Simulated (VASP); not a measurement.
Input of a VASP 6.6.1 run:

File INCAR:

```
SYSTEM = Rb
PREC = Accurate
ENCUT = 520
EDIFF = 1E-7
ISMEAR = 0
SIGMA = 0.1
LREAL = .FALSE.
LASPH = .TRUE.
NELM = 100
ALGO = Normal
ISIF = 2
LWAVE = .FALSE.
LCHARG = .TRUE.
GGA = PE
LELF = .TRUE.
LVHAR = .TRUE.
NBANDS = 20
```

File KPOINTS:

```
Automatic mesh
0
G
  3 3 4
  0 0 0
```

POSCAR

```
Rb
1.0
    7.0599988136      0.0000000000      0.0000000000
   -3.5299994068      6.1141383232      0.0000000000
    0.0000000000      0.0000000000      6.0181020369
Rb
3
Direct
    0.3333333333      0.6666666667      0.5000000000
    0.0000000000      0.0000000000      0.0000000000
    0.6666666667      0.3333333333      0.5000000000
```

Potentials or basis: VASP PAW PBE potentials, release 64 (Rb_sv).

The run is started by

```console
$ cat potpaw_PBE.64/Rb_sv/POTCAR > POTCAR
$ mpirun -np 1 vasp_std > vasp.out
```

Question: What does it give for the band gap on the k mesh?

Answer: Zero (an odd number of electrons rules out a gap without spin polarisation).

Question: What does it give for the pressure?

Answer: 0.4 GPa.

Stress tensor (GPa, compression positive):
```
 0.70  0.00  0.00
 0.00  0.70  0.00
 0.00  0.00 -0.29
```
